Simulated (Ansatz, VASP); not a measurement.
One calculation of NiO, two programs

```
Ni O
1.0
     0.00000    2.09131    2.09131
     2.04948    0.00000    2.09131
     2.04948    2.09131    0.00000
Ni O
1 1
Direct
  0.00000 0.00000 0.00000
  0.50000 0.50000 0.50000
```

Change from the starting cell: strain -0.0200 x Voigt [1, 0, 0, 0, 0, 0], atoms carried along.

Alike in both runs: task single point; functional PBEsol; k mesh 20 × 20 × 20; occupations gaussian, width 0.15 eV; collinear spin.

|  | VASP | Ansatz |
| --- | --- | --- |
| version | VASP 6.6.1 | Ansatz 0.2.0 |
| potentials or method | VASP PAW PBE potentials, release 64 (Ni, O), cutoff 520 eV | scalar-relativistic, plane waves, PAW |
| valence electrons in the cell | 16 | 24 |

Ansatz gave:

- gap on the k mesh at the Fermi level (eV): none
- pressure (GPa): -4.9
- traceless stress, the component that is largest in VASP (GPa): 1.13
- net moment per atom (μB): 0.69
- size of the moment on the site where the two differ most (μB): 1.13

Question: What did VASP give for the same quantities?

Answer: gap on the k mesh at the Fermi level (eV): none; pressure (GPa): -5.4; traceless stress, the component that is largest in VASP (GPa): 1.23; net moment per atom (μB): 0.65; size of the moment on the site where the two differ most (μB): 1.09.

VASP's potentials were made for PBE, not for PBEsol. Site moments also hang on the region over which each program counts them. A gap of «none» marks a metal or a gap that the smearing closes. VASP's potentials hold 16 valence electrons a cell and Ansatz's 24, so a difference there can come from the potentials and not from the codes.
